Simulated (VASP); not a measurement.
## C: single point with LDA

C:

```
CELL_PARAMETERS angstrom
2.51863 0.00000 0.00000
-1.25931 2.18120 0.00000
0.00000 0.00000 8.02287
ATOMIC_POSITIONS crystal
C 0.00000 0.00000 0.09294
C 0.00000 0.00000 0.59294
C 0.00000 0.00000 0.40706
C 0.00000 0.00000 0.90706
C 0.33333 0.66667 0.15554
C 0.66667 0.33333 0.65554
C 0.33333 0.66667 0.34446
C 0.66667 0.33333 0.84446
```

This cell differs from its parent crystal: atoms displaced along a vibrational mode, the cell strained.

```json
{"Program": "VASP 6.6.1", "Task": "single point", "Functional": "LDA", "Potentials or basis": "VASP PAW LDA potentials, release 64 (C)", "Cutoff": "520 eV", "k mesh": "12 × 12 × 4", "Occupations": "gaussian, width 0.05 eV", "Spin": "no spin polarisation"}
```

The pressure is 2.8 GPa and the largest force is 0.232 eV/Å. The band gap on the k mesh is 4.13 eV (least direct gap 4.90 eV).

Forces on the atoms (eV/Å):
```
C    0.000  0.000  0.172
C    0.000  0.000  0.172
C    0.000  0.000 -0.172
C    0.000  0.000 -0.172
C    0.000  0.000 -0.232
C    0.000  0.000 -0.232
C    0.000  0.000  0.232
C    0.000  0.000  0.232
```

Stress tensor (GPa, compression positive):
```
-12.74   0.00   0.00
  0.00 -12.74   0.00
  0.00   0.00  33.77
```

Levels at points of the mesh, in eV from the valence-band top:
| k point | band 12 | band 13 | band 14 | band 15 | band 16 | band 17 | band 18 | band 19 | band 20 | band 21 |
| --- | --- | --- | --- | --- | --- | --- | --- | --- | --- | --- |
| (0.00, 0.00, 0.00) | -2.01 | -2.01 | -0.29 | 0.00 | 0.00 | 4.90 | 4.90 | 6.27 | 6.89 | 6.89 |
| (0.50, 0.00, 0.00) | -5.29 | -5.20 | -4.60 | -3.73 | -2.89 | 4.13 | 5.59 | 5.75 | 6.22 | 7.48 |
| (0.00, 0.00, 0.50) | -2.42 | -0.78 | -0.78 | -0.78 | -0.78 | 5.80 | 5.80 | 5.80 | 5.80 | 6.90 |
| (0.50, 0.00, 0.50) | -6.40 | -4.84 | -4.84 | -3.72 | -3.72 | 4.51 | 4.51 | 7.20 | 7.20 | 7.84 |

Wall time 40 s on 1 thread of Intel(R) Xeon(R) Platinum 8488C (Sapphire Rapids), on a shared host, peak memory 0.16 GiB.

Caveat: the cell differs from its parent crystal (atoms displaced along a vibrational mode, the cell strained). A k mesh can miss the band edges.
